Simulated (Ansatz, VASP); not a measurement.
# Two plane-wave programs on Hg3Pt

The input INCAR:

```
ALGO = Normal
EDIFF = 1E-7
ENCUT = 520
GGA = PE
ISIF = 2
ISMEAR = -1
LASPH = True
LCHARG = False
LREAL = False
LWAVE = False
NBANDS = 31
NELM = 80
PREC = Accurate
SIGMA = 0.05
```

File KPOINTS:

```
k-points
0
Gamma
  6 6 6
```

POSCAR

```
Hg3Pt
1.0
    4.3150642759      0.0000000000      0.0000000000
    0.0000000000      4.3150642759      0.0000000000
    0.0000000000      0.0000000000      4.3150642759
Hg Pt
3 1
Direct
    0.5000000000      0.5000000000      0.0000000000
    0.5000000000      0.0000000000      0.5000000000
    0.0000000000      0.5000000000      0.5000000000
    0.0000000000      0.0000000000      0.0000000000
```

File input.yaml:

```yaml
crystal:
  lattice:
    - [4.3150642759, 0.0, 0.0]
    - [0.0, 4.3150642759, 0.0]
    - [0.0, 0.0, 4.3150642759]
  atoms:
    - { symbol: Hg, position: [0.5, 0.5, 0.0] }
    - { symbol: Hg, position: [0.5, 0.0, 0.5] }
    - { symbol: Hg, position: [0.0, 0.5, 0.5] }
    - { symbol: Pt, position: [0.0, 0.0, 0.0] }
hamiltonian:
  xc: pbe
  pseudopotentials: { kind: paw }
kpoints:
  mp_grid: { grid: [6, 6, 6] }
scf:
  occupations: { method: fermi_dirac, width: 0.05 }
output:
  forces: true
  stress: true
  eigenvalues: true
  write_density: true
  write_potential: true
  elf: true
  volumetric_format: npy
```

Alike in both runs: task single point; functional PBE; k mesh 6 × 6 × 6; occupations fermi-dirac, width 0.05 eV; no spin polarisation.

|  | VASP | Ansatz |
| --- | --- | --- |
| version | VASP 6.6.1 | Ansatz 0.2.0 |
| potentials or method | VASP PAW PBE potentials, release 64 (Hg, Pt) | Ansatz PAW |
| plane-wave cutoff (eV) | 520 | 420 |
| valence electrons in the cell | 46 | 78 |

|  | VASP | Ansatz | Ansatz less VASP |
| --- | --- | --- | --- |
| gap on the k mesh at the Fermi level (eV) | none | none | - |
| pressure (GPa) | 1.0 | 0.4 | -0.62 |

A gap of «none» marks a metal or a gap that the smearing closes. With one functional, cell and mesh, what is left measures potentials, basis and numerics. VASP's potentials hold 46 valence electrons a cell and Ansatz's 78, so a difference there can come from the potentials and not from the codes.

Spin-orbit coupling is off throughout.
